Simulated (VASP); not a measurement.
# TiPt3 (P4/mmm) in VASP: a series of runs

Runs on TiPt3. Level: PBEsol. Tasks: single point.

Program: VASP 6.6.1. These are calculated values, not measurements. Logs are shortened: lines on timing, memory, paths and dates and some standing lists are left out, and cuts for length are marked.

## Step 1: The cell of the first run

Symmetry: P4/mmm, No. 123, tetragonal system. Conventional cell: a = 3.862 Å, b = 3.862 Å, c = 4.016 Å, α = 90.00°, β = 90.00°, γ = 90.00°. Ti (site symmetry 4/mmm) has 12 Pt at 2.73 to 2.79 Å within 3.6 Å. Within 3.6 Å of Pt (site symmetry 4/mmm) lie 4 Ti at 2.73 Å and 8 Pt at 2.79 Å. Pt (site symmetry mmm) has 8 Pt at 2.73 to 2.79 Å and 4 Ti at 2.79 Å within 3.6 Å.

## Step 2: Single point, PBEsol (uniaxial strain along a: +3.0 %, then relaxed in part)

Input file INCAR:

```
PREC     = Accurate       # precision mode
ENCUT    = 500            # plane-wave cutoff, eV
EDIFF    = 1E-6           # SCF threshold, eV
ISMEAR   = 0              # smearing method
SIGMA    = 0.1            # smearing width, eV
LREAL    = F              # projectors in reciprocal space
LASPH    = T              # aspherical terms in the spheres
NELM     = 120            # most SCF steps
ALGO     = Normal         # electronic algorithm
ISIF     = 2              # what is computed and relaxed
LWAVE    = F              # write WAVECAR
LCHARG   = F              # write CHGCAR
GGA      = PS             # functional
NBANDS   = 29             # bands
GGA_COMPAT= F
```

Input file KPOINTS:

```
Automatic mesh
0
Gamma
  14 14 14
```

Input file POSCAR:

```
TiPt3
1.0
    4.0163343363      0.0000000000      0.0000000000
    0.0000000000      3.8616991089      0.0000000000
    0.0000000000      0.0000000000      3.8616991089
Ti Pt
1 3
Direct
    0.0000000000      0.0000000000      0.0000000000
    0.0000000000      0.5000000000      0.5000000000
    0.5000000000      0.0000000000      0.5000000000
    0.5000000000      0.5000000000      0.0000000000
```

Potentials or basis: VASP PAW PBE potentials, release 64 (Ti_sv, Pt).

Command:

```bash
cat potpaw_PBE.64/Ti_sv/POTCAR potpaw_PBE.64/Pt/POTCAR > POTCAR
mpirun -np 1 vasp_std > vasp.out
```

OUTCAR:

```text
PREC = Accurate
   ENCUT = 500
   EDIFF = 1E-6
   ISMEAR = 0
   LREAL = F
   LASPH = T
   NELM = 120
   ISIF = 2
   GGA = PS

 ion  position               nearest neighbor table
   1  0.000  0.000  0.000-   2 2.73   2 2.73   2 2.73   2 2.73   3 2.79   4 2.79   4 2.79   3 2.79
                             3 2.79   4 2.79   3 2.79   4 2.79
   2  0.000  0.500  0.500-   1 2.73   1 2.73   1 2.73   1 2.73   4 2.79   4 2.79   3 2.79   3 2.79
                             3 2.79   4 2.79   4 2.79   3 2.79
   3  0.500  0.000  0.500-   4 2.73   4 2.73   4 2.73   4 2.73   2 2.79   2 2.79   1 2.79   1 2.79
                             1 2.79   2 2.79   1 2.79   2 2.79
   4  0.500  0.500  0.000-   3 2.73   3 2.73   3 2.73   3 2.73   2 2.79   1 2.79   1 2.79   2 2.79
                             1 2.79   2 2.79   2 2.79   1 2.79

  LATTYP: Found a simple tetragonal cell.
 ALAT       =     3.8616991089
 C/A-ratio  =     1.0400433133

  Lattice vectors:

 A1 = (   0.0000000000,   3.8616991089,   0.0000000000)
 A2 = (   0.0000000000,   0.0000000000,   3.8616991089)
 A3 = (   4.0163343363,   0.0000000000,   0.0000000000)

Analysis of symmetry for initial positions (statically):
=====================================================================
 Subroutine PRICEL returns:
 Original cell was already a primitive cell.

 Routine SETGRP: Setting up the symmetry group for a
 simple tetragonal supercell.

 Subroutine GETGRP returns: Found 16 space group operations
 (whereof 16 operations were pure point group operations)
 out of a pool of 16 trial point group operations.

The static configuration has the point symmetry D_4h.

Analysis of symmetry for dynamics (positions and initial velocities):
=====================================================================
 Subroutine PRICEL returns:
 Original cell was already a primitive cell.

 Routine SETGRP: Setting up the symmetry group for a
 simple tetragonal supercell.

 Subroutine GETGRP returns: Found 16 space group operations
 (whereof 16 operations were pure point group operations)
 out of a pool of 16 trial point group operations.

The dynamic configuration has the point symmetry D_4h.

 Subroutine INISYM returns: Found 16 space group operations
 (whereof 16 operations are pure point group operations),
 and found     1 'primitive' translations

----------------------------------------------------------------------------------------

                                     Primitive cell

  volume of cell :      59.8945

  direct lattice vectors                    reciprocal lattice vectors
     4.016334336  0.000000000  0.000000000     0.248983256  0.000000000  0.000000000
     0.000000000  3.861699109  0.000000000     0.000000000  0.258953370  0.000000000
     0.000000000  0.000000000  3.861699109     0.000000000  0.000000000  0.258953370

  length of vectors
     4.016334336  3.861699109  3.861699109     0.248983256  0.258953370  0.258953370

  position of ions in fractional coordinates (direct lattice)
     0.000000000  0.000000000  0.000000000
     0.000000000  0.500000000  0.500000000
     0.500000000  0.000000000  0.500000000
     0.500000000  0.500000000  0.000000000

  ion indices of the primitive-cell ions
   primitive index   ion index
                 1           1
                 2           2
                 3           3
                 4           4

----------------------------------------------------------------------------------------

 KPOINTS: Automatic mesh

Automatic generation of k-mesh.
 Grid dimensions read from file:
 generate k-points for:   14   14   14

 Generating k-lattice:

  Cartesian coordinates                     Fractional coordinates (reciprocal lattice)
     0.017784518  0.000000000  0.000000000     0.071428571  0.000000000  0.000000000
     0.000000000  0.018496669  0.000000000     0.000000000  0.071428571  0.000000000
     0.000000000  0.000000000  0.018496669     0.000000000  0.000000000  0.071428571

  Length of vectors
     0.017784518  0.018496669  0.018496669

  Shift w.r.t. Gamma in fractional coordinates (k-lattice)
     0.000000000  0.000000000  0.000000000

 Subroutine IBZKPT returns following result:
 ===========================================

 Found    288 irreducible k-points:

 Following reciprocal coordinates:
            Coordinates               Weight
  0.000000  0.000000  0.000000      1.000000
  0.071429  0.000000  0.000000      2.000000
  0.142857  0.000000  0.000000      2.000000
  0.214286  0.000000  0.000000      2.000000
  0.285714  0.000000  0.000000      2.000000
  0.357143  0.000000  0.000000      2.000000
[... 16 lines left out ...]
  0.428571  0.142857  0.000000      8.000000
  0.500000  0.142857  0.000000      4.000000
 [... further k-points ...]
   k-points           NKPTS =    288   k-points in BZ     NKDIM =    288   number of bands    NBANDS=     29
   number of dos      NEDOS =    301   number of ions     NIONS =      4
   total plane-waves  NPLWV =  23520
   dimension x,y,z NGX =    30 NGY =   28 NGZ =   28
   dimension x,y,z NGXF=    60 NGYF=   56 NGZF=   56
   ions per type =               1   3
   NGX,Y,Z   is equivalent  to a cutoff of  12.42, 12.05, 12.05 a.u.
   NGXF,Y,Z  is equivalent  to a cutoff of  24.84, 24.11, 24.11 a.u.
 SYSTEM =  unknown system
   PREC   = accura    normal or accurate (medium, high low for compatibility)
   ISTART =      0    job   : 0-new  1-cont  2-samecut
   ICHARG =      2    charge: 1-file 2-atom 10-const
   ISPIN  =      1    spin polarized calculation?
   LNONCOLLINEAR =      F non collinear calculations
   LSORBIT =      F    spin-orbit coupling
   LASPH  =      T    aspherical Exc in radial PAW
   ENCUT  =  500.0 eV  36.75 Ry    6.06 a.u.   7.32  7.04  7.04*2*pi/ulx,y,z
   NELM   =    120;   NELMIN=  2; NELMDL= -5     # of ELM steps
   EDIFF  = 0.1E-05   stopping-criterion for ELM
   LREAL  =      F    real-space projection
   EDIFFG = 0.1E-04   stopping-criterion for IOM
   NSW    =      0    number of steps for IOM
   IBRION =     -1    ionic relax: 0-MD 1-quasi-New 2-CG
   NFREE  =      0    steps in history (QN), initial steepest desc. (CG)
   ISIF   =      2    stress and relaxation
   ISYM   =      2    0-nonsym 1-usesym 2-fastsym
   POTIM  = 0.5000    time-step for ionic-motion
   TEBEG  =    0.0;   TEEND  =   0.0 temperature during run
   PSTRESS=    0.0 pullay stress
   NELECT =      42.0000    total number of electrons
   NUPDOWN=      -1.0000    fix difference up-down
   EMIN   =  10.00;   EMAX   =-10.00  energy-range for DOS
   EFERMI =   0.00;   METHOD = LEGACY
   ISMEAR =     0;   SIGMA  =   0.10  broadening in eV -4-tet -1-fermi 0-gaus
   EFERMI_NEDOS =   21; number of points for ismear=-14 and -15
   IALGO  =     38    algorithm
   IMIX   =      4    mixing-type and parameters
     AMIX     =   0.40;   BMIX     =  1.00
     AMIX_MAG =   1.60;   BMIX_MAG =  1.00
  volume/ion in A,a.u.               =      14.97       101.05
  Fermi-wavevector in a.u.,A,eV,Ry     =   1.454440  2.748492 28.781690  2.115395
  Thomas-Fermi vector in A             =   2.571590
   LORBIT       =      0    0 simple, 1 ext, 2 COOP (PROOUT), +10 PAW based schemes
   GGA     = PS    functional components
   LHFCALC =     F    Hartree Fock is set to
   AEXX    =    0.0000 exact exchange contribution
   IVDW    =     0    specifies the selected vdW correction
   LEPSILON=     F    determine dielectric tensor
   LRPA    =     F    only Hartree local field effects (RPA)
 non-spin polarized calculation
 Gauss-broadening in eV      SIGMA  =   0.10
  energy-cutoff  :      500.00
  volume of cell :       59.89
 maximum number of plane-waves:      1544
 NGX is ok and might be reduce to    30
   NGX = 15   NGY = 15   NGZ = 15

 number of electron      42.0000005 magnetization

 Free energy of the ion-electron system (eV)
  ---------------------------------------------------
  ext. energy  EPLUGINS =         0.00000000
  ---------------------------------------------------
  free energy    TOTEN  =       -32.72126330 eV

  energy without entropy =      -32.71584175  energy(sigma->0) =      -32.71855253

 E-fermi :  11.4879     XC(G=0): -13.3539

 val. band max:       11.4830028742   @ k =   0.0714   0.5000   0.1429
 cond. band min:      11.4936359750   @ k =   0.5000   0.0714   0.0000
 fundamental gap:      0.0106331008
 Fermi energy:        11.4878508712

 k-point     1 :       0.0000    0.0000    0.0000
  band No.  band energies     occupation
      1     -46.4770      2.00000
      2     -22.7978      2.00000
      3     -22.7908      2.00000
      4     -22.7908      2.00000
      5       1.3211      2.00000
      6       4.1653      2.00000
[... 21 lines left out ...]
     28      13.6420      0.00000
     29      19.3569      0.00000

 k-point     2 :       0.0714    0.0000    0.0000
  band No.  band energies     occupation
      1     -46.4770      2.00000
      2     -22.7989      2.00000
      3     -22.7909      2.00000
      4     -22.7909      2.00000
      5       1.3848      2.00000
      6       4.2043      2.00000
[... 21 lines left out ...]
     28      14.0015      0.00000
     29      19.6568      0.00000

 k-point     3 :       0.1429    0.0000    0.0000
  band No.  band energies     occupation
      1     -46.4768      2.00000
      2     -22.8020      2.00000
      3     -22.7914      2.00000
      4     -22.7914      2.00000
      5       1.5734      2.00000
      6       4.3165      2.00000
[... 21 lines left out ...]
     28      14.8256      0.00000
     29      19.6316      0.00000

 k-point     4 :       0.2143    0.0000    0.0000
  band No.  band energies     occupation
      1     -46.4765      2.00000
      2     -22.8064      2.00000
      3     -22.7922      2.00000
      4     -22.7922      2.00000
      5       1.8782      2.00000
      6       4.4834      2.00000
[... 597 lines left out ...]
     28      18.0575      0.00000
     29      18.2670      0.00000

 k-point    23 :       0.4286    0.1429    0.0000
  band No.  band energies     occupation
      1     -46.4755      2.00000
      2     -22.8177      2.00000
      3     -22.7982      2.00000
      4     -22.7952      2.00000
      5       3.4192      2.00000
      6       4.7854      2.00000
[... 21 lines left out ...]
     28      17.8486      0.00000
     29      19.1203      0.00000

 k-point    24 :       0.5000    0.1429    0.0000
  band No.  band energies     occupation
      1     -46.4755      2.00000
      2     -22.8187      2.00000
      3     -22.7984      2.00000
      4     -22.7953      2.00000
      5       3.6430      2.00000
      6       4.6870      2.00000
[... 21 lines left out ...]
     28      17.7678      0.00000
     29      19.7248      0.00000

 [... further k-points ...]

------------------------ aborting loop because EDIFF is reached ----------------------------------------

  FORCE on cell =-STRESS in cart. coord.  units (eV):
  Direction    XX          YY          ZZ          XY          YZ          ZX
  --------------------------------------------------------------------------------------
  -------------------------------------------------------------------------------------
  Total       -2.8084609     -0.1122749     -0.1122749      0.0000000      0.0000000     -0.0000000
  in kB      -75.1263418     -3.0033546     -3.0033546      0.0000000      0.0000000     -0.0000000
  external PRESSURE =     -27.0443503 kB  Pullay stress =       0.0000000 kB

 VOLUME and BASIS-vectors are now :
 -----------------------------------------------------------------------------
  energy-cutoff  :      500.00
  volume of cell :       59.89
      direct lattice vectors                 reciprocal lattice vectors
     4.016334336  0.000000000  0.000000000     0.248983256  0.000000000  0.000000000
     0.000000000  3.861699109  0.000000000     0.000000000  0.258953370  0.000000000
     0.000000000  0.000000000  3.861699109     0.000000000  0.000000000  0.258953370

 POSITION                                       TOTAL-FORCE (eV/Angst)
 -----------------------------------------------------------------------------------
      0.00000      0.00000      0.00000         0.000000      0.000000      0.000000
      0.00000      1.93085      1.93085         0.000000      0.000000      0.000000
      2.00817      0.00000      1.93085         0.000000      0.000000      0.000000
      2.00817      1.93085      0.00000         0.000000      0.000000      0.000000
 -----------------------------------------------------------------------------------
    total drift:                                0.000000      0.000000     -0.000000

  FREE ENERGIE OF THE ION-ELECTRON SYSTEM (eV)
  ---------------------------------------------------
  free  energy   TOTEN  =       -32.7212633040 eV

  energy  without entropy=      -32.7158417464  energy(sigma->0) =      -32.71855253
```

Run time: 9.5 min. Hardware: 1 thread of Oxide Virtual Turin-like, shared host; peak memory 0.46 GiB.

What came out:

* Free energy: -32.7213 eV
* Pressure: -2.7 GPa
* Band gap on the k mesh: zero (bands 21 and 22 overlap by 1.46 eV)

Levels at points of the mesh, in eV from the Fermi level:
| k point | band 17 | band 18 | band 19 | band 20 | band 21 | band 22 | band 23 | band 24 | band 25 | band 26 |
| --- | --- | --- | --- | --- | --- | --- | --- | --- | --- | --- |
| (0.00, 0.00, 0.00) | -0.53 | -0.09 | -0.09 | 0.28 | 1.04 | 1.31 | 1.42 | 1.81 | 1.81 | 1.94 |
| (0.50, 0.00, 0.00) | -2.62 | -2.50 | -2.50 | -1.16 | -0.09 | -0.09 | 0.28 | 0.32 | 0.87 | 2.13 |
| (0.00, 0.50, 0.00) | -2.77 | -2.65 | -2.55 | -1.46 | -0.27 | -0.24 | -0.08 | 0.52 | 0.67 | 1.90 |
| (0.50, 0.50, 0.00) | -3.13 | -3.07 | -2.45 | -2.33 | -2.30 | 0.15 | 0.22 | 0.33 | 1.32 | 1.33 |
| (0.00, 0.50, 0.50) | -2.98 | -2.98 | -2.42 | -2.13 | -2.09 | 0.27 | 0.27 | 0.43 | 1.74 | 1.74 |
| (0.50, 0.50, 0.50) | -0.99 | -0.71 | -0.71 | -0.71 | -0.56 | -0.40 | -0.40 | 1.13 | 1.22 | 1.22 |

Caveat: the cell differs from its parent crystal (uniaxial strain along a: +3.0 %, then relaxed in part); the stress differs along the axes, from -8 to -0 GPa; the PAW data sets were made with another functional, which shifts forces and pressure a little; spin-orbit coupling is left out, which moves the levels of the heavy elements.

## Step 3: Single point, PBEsol (uniaxial strain along a: +3.0 %)

Input file INCAR:

```
ALGO = Normal ; EDIFF = 1E-6
ENCUT = 500 ; GGA = PS
GGA_COMPAT = F ; ISIF = 2
ISMEAR = 0 ; LASPH = T
LCHARG = T ; LELF = T
LREAL = F ; LVHAR = T
LWAVE = F ; NBANDS = 29
NELM = 120 ; PREC = Accurate
SIGMA = 0.1
```

Input file KPOINTS:

```
k-points
0
Gamma
  14 14 14
```

POSCAR, as its differences from that of step 2:

```diff
@@ -3,4 +3,4 @@
     4.0163343363      0.0000000000      0.0000000000
-    0.0000000000      3.8616991089      0.0000000000
-    0.0000000000      0.0000000000      3.8616991089
+    0.0000000000      3.8701085716      0.0000000000
+    0.0000000000      0.0000000000      3.8701085716
 Ti Pt
```

Potentials or basis: VASP PAW PBE potentials, release 64 (Ti_sv, Pt).

Command:

```bash
cat potpaw_PBE.64/Ti_sv/POTCAR potpaw_PBE.64/Pt/POTCAR > POTCAR
mpirun -np 1 vasp_std > vasp.out
```

Run time: 8.7 min. Hardware: 1 thread of Oxide Virtual Turin-like, shared host; peak memory 0.46 GiB.

It converged, with:

* Free energy: -32.7200 eV
* Pressure: -3.8 GPa
* Band gap on the k mesh: zero (bands 21 and 22 overlap by 1.48 eV)

Stress tensor (GPa, compression positive):
```
-8.28  0.00  0.00
 0.00 -1.58  0.00
 0.00  0.00 -1.58
```

Levels at points of the mesh, in eV from the Fermi level:
| k point | band 19 | band 20 | band 21 | band 22 | band 23 | band 24 |
| --- | --- | --- | --- | --- | --- | --- |
| (0.00, 0.00, 0.00) | -0.09 | 0.26 | 1.07 | 1.30 | 1.41 | 1.80 |
| (0.50, 0.00, 0.00) | -2.49 | -1.17 | -0.09 | -0.09 | 0.26 | 0.33 |
| (0.00, 0.50, 0.00) | -2.53 | -1.45 | -0.26 | -0.24 | -0.08 | 0.51 |
| (0.50, 0.50, 0.00) | -2.43 | -2.32 | -2.28 | 0.16 | 0.22 | 0.33 |
| (0.00, 0.50, 0.50) | -2.40 | -2.13 | -2.09 | 0.27 | 0.27 | 0.43 |
| (0.50, 0.50, 0.50) | -0.70 | -0.70 | -0.56 | -0.41 | -0.41 | 1.13 |

Caveat: the cell differs from its parent crystal (uniaxial strain along a: +3.0 %); the stress differs along the axes, from -8 to -2 GPa; the PAW data sets were made with another functional, which shifts forces and pressure a little; spin-orbit coupling is left out, which moves the levels of the heavy elements.

[end of part 1 of 2]
